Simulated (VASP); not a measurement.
Here is a VASP 6.6.1 calculation.

POSCAR

```
CsSnI3
1.0
    6.0542459837      0.0000000000      0.0000000000
    0.0000000000      6.0542459837      0.0000000000
    0.0000000000      0.0000000000      6.2920492926
Cs Sn I
1 1 3
Direct
    0.0000000000      0.0000000000      0.0000000000
    0.5000000000      0.5000000000      0.5000000000
    0.5000000000      0.5000000000      0.0000000000
    0.5000000000      0.0000000000      0.5000000000
    0.0000000000      0.5000000000      0.5000000000
```

The input INCAR.step1:

```
PREC = Accurate ; ENCUT = 520
EDIFF = 1E-5 ; ISMEAR = -1
SIGMA = 0.02 ; LREAL = False
LASPH = True ; NELM = 100
ALGO = Normal ; ISIF = 2
LWAVE = True ; LCHARG = False
GGA = PE ; NBANDS = 30
```

Contents of INCAR.step2:

```
PREC = Accurate ; ENCUT = 520
EDIFF = 1E-6 ; ISMEAR = -1
SIGMA = 0.02 ; LREAL = False
LASPH = True ; NELM = 100
ALGO = Normal ; ISIF = 2
LWAVE = False ; LCHARG = False
GGA = PE ; LHFCALC = True
HFSCREEN = 0.2079 ; PRECFOCK = Fast
ISTART = 1 ; NBANDS = 30
```

The input KPOINTS:

```
regular mesh
0
Gamma
  2 2 2
```

Potentials or basis: VASP PAW PBE potentials, release 64 (Cs_sv, Sn_d, I).

Command:

```console
$ cat potpaw_PBE.64/Cs_sv/POTCAR potpaw_PBE.64/Sn_d/POTCAR potpaw_PBE.64/I/POTCAR > POTCAR
$ cp INCAR.step1 INCAR
$ mpirun -np 1 vasp_std > vasp.out
$ cp INCAR.step2 INCAR
$ mpirun -np 1 vasp_std > vasp.out
```

Problem. What does it give for the pressure?

Solution. 2.7 GPa.

Problem. What does it give for the band gap on the k mesh?

Solution. 0.39 eV.

Stress tensor (GPa, compression positive):
```
3.31 0.00 0.00
0.00 3.31 0.00
0.00 0.00 1.41
```

Caveat: the k points lie up to 0.52 Å⁻¹ apart; the cell differs from its parent crystal (epitaxial xy strain -3.0%); the PAW data sets were made with another functional, which shifts forces and pressure a little; spin-orbit coupling is left out, which moves the levels of the heavy elements. A k mesh can miss the band edges.
